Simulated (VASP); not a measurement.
A run of VASP 6.6.1:

File INCAR:

```
  PREC = Accurate
  ENCUT = 520
  EDIFF = 1E-7
  ISMEAR = 0
  SIGMA = 0.1
  LREAL = F
  LASPH = T
  NELM = 100
  ALGO = Normal
  ISIF = 2
  LWAVE = F
  LCHARG = F
  GGA = PE
  NBANDS = 20
```

The input KPOINTS:

```
Automatic mesh
0
Gamma
  4 4 6
```

POSCAR

```
Mg3ZrN
1.0
    5.3738066500      0.0000000000      0.0000000000
    0.0000000000      5.3738066500      0.0000000000
    0.0000000000      0.0000000000      3.1925723900
Mg Zr N
3 1 1
Direct
    0.0000000000      0.5000000000      0.0000000000
    0.5000000000      0.0000000000      0.0000000000
    0.5000000000      0.5000000000      0.0000000000
    0.0000000000      0.0000000000      0.5000000000
    0.5000000000      0.5000000000      0.5000000000
```

Potentials or basis: VASP PAW PBE potentials, release 64 (Mg, Zr_sv, N).

The run is started by

```sh
$ cat potpaw_PBE.64/Mg/POTCAR potpaw_PBE.64/Zr_sv/POTCAR potpaw_PBE.64/N/POTCAR > POTCAR
$ mpirun -np 1 vasp_std > vasp.out
```

Hardware: 1 thread of Intel(R) Xeon(R) Platinum 8375C CPU @ 2.90GHz (Ice Lake) (shared host).

Question: How long does it take, and how much memory?

Answer: Run time: 53 s on 1 thread of Intel(R) Xeon(R) Platinum 8375C CPU @ 2.90GHz (Ice Lake), on a shared host, peak memory 0.21 GiB. Counts: scf iterations 19, k points 24.
